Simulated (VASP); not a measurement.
Be2CdO3: relaxation of cell and atoms with PBE

The system is Be2CdO3.

```xyz
12
Lattice="4.7500 -2.7500 0.0000 4.7500 2.7500 0.0000 0.0000 0.0000 4.7800" Properties=species:S:1:pos:R:3 pbc="T T T"
Be    3.0970   -0.8525    0.0239
Be    3.0970    0.8525    2.4139
Be    6.4030    0.8525    2.4139
Be    6.4030   -0.8525    0.0239
Cd    4.7500    1.8150    0.0358
Cd    4.7500   -1.8150    2.4259
O     3.3763    1.0576    0.4240
O     6.1237    1.0576    0.4240
O     4.7500   -2.1252    0.6950
O     3.3763   -1.0576    2.8140
O     6.1237   -1.0576    2.8140
O     4.7500    2.1252    3.0850
```

```
Program                : VASP 6.6.1
Task                   : relaxation of cell and atoms
Functional             : PBE
Potentials or basis    : VASP PAW PBE potentials, release 64 (Be, Cd, O)
Cutoff                 : 600 eV
k mesh                 : 3 × 3 × 3
Occupations            : gaussian, width 0.15 eV
Spin                   : no spin polarisation
Dipole correction      : no
Further INCAR settings : ALGO = Normal; EDIFF = 1e-06; IBRION = 2; EDIFFG = -0.08; NSW = 36; ISIF = 3
```

* Relaxed volume: 9.30 Å³/atom
* Relaxed cell: a = 5.237 Å, b = 5.237 Å, c = 4.727 Å, α = 90.00°, β = 90.00°, γ = 59.37°
* Space group after relaxing (to 0.1 Å): Cmc2_1 (No. 36)
* Energy gained by relaxing: 3198.7 meV/atom
* Ionic steps: 23
* Pressure after relaxing: 0.5 GPa
* Largest force after relaxing: 0.054 eV/Å
* Band gap on the k mesh: 2.15 eV (least direct gap 2.41 eV)

Forces on the atoms (eV/Å):
```
Be  -0.018 -0.031  0.024
Be  -0.018  0.031  0.024
Be   0.018  0.031  0.024
Be   0.018 -0.031  0.024
Cd   0.000 -0.016 -0.051
Cd   0.000  0.016 -0.051
O   -0.014 -0.041 -0.002
O    0.014 -0.041 -0.002
O    0.000  0.017  0.006
O   -0.014  0.041 -0.002
O    0.014  0.041 -0.002
O    0.000 -0.017  0.006
```

Stress tensor (GPa, compression positive):
```
0.40 0.00 0.00
0.00 0.66 0.00
0.00 0.00 0.39
```

Step by step:
```csv
step,energy change (eV),largest force (eV/Å),pressure (GPa),volume (Å³)
1,0.0000,27.4199,92.76,124.88
2,-9.5865,2.4825,-28.01,267.17
3,-16.1554,2.7389,-27.36,237.74
4,-20.3393,2.7935,-26.71,217.87
5,-28.5417,5.1895,-19.30,167.20
6,-28.5523,9.5138,-4.20,145.04
7,-29.1683,6.9378,-14.37,156.78
8,-29.1814,7.5126,-12.43,153.87
9,-35.1702,2.2970,-19.73,140.80
10,-36.1261,1.2607,-17.89,135.77
11,-36.4944,1.4124,-7.57,125.76
12,-36.6094,1.0319,-12.53,129.52
13,-37.6150,1.1066,4.97,112.59
14,-37.6256,1.0398,2.97,113.98
15,-37.9888,0.8685,-0.70,114.04
16,-38.0211,0.9000,-1.68,114.02
17,-38.2458,0.6636,-0.70,112.33
18,-38.2699,0.4943,0.28,111.55
19,-38.3569,0.1751,0.37,111.47
20,-38.3595,0.1764,0.45,111.45
21,-38.3757,0.1206,-0.26,111.95
22,-38.3796,0.1230,-0.82,112.35
23,-38.3842,0.0536,0.48,111.55
```

Final structure:
```
Be Cd O
1.0
     4.54983   -2.59339    0.00000
     4.54983    2.59339    0.00000
     0.00000    0.00000    4.72681
Be Cd O
4 2 6
Direct
  0.47328 0.16717 0.99591
  0.16717 0.47328 0.49591
  0.52672 0.83283 0.49591
  0.83283 0.52672 0.99591
  0.18706 0.81294 0.01441
  0.81294 0.18706 0.51441
  0.15775 0.41956 0.14736
  0.58044 0.84225 0.14736
  0.74457 0.25543 0.03936
  0.41956 0.15775 0.64736
  0.84225 0.58044 0.64736
  0.25543 0.74457 0.53936
```

Levels at points of the mesh, in eV from the valence-band top:
| k point | band 31 | band 32 | band 33 | band 34 | band 35 | band 36 | band 37 | band 38 |
| --- | --- | --- | --- | --- | --- | --- | --- | --- |
| (0.00, 0.00, 0.00) | -0.69 | -0.34 | -0.33 | -0.26 | 2.15 | 5.73 | 9.12 | 9.30 |

Wall time 16 min on 1 thread of Intel(R) Xeon(R) Platinum 8488C (Sapphire Rapids), on a shared host, peak memory 0.32 GiB.

Caveat: the k points lie up to 0.46 Å⁻¹ apart in the final cell; the relaxation stopped at a loose force limit of 0.08 eV/Å, so its end isn't a converged minimum. A k mesh can miss the band edges.
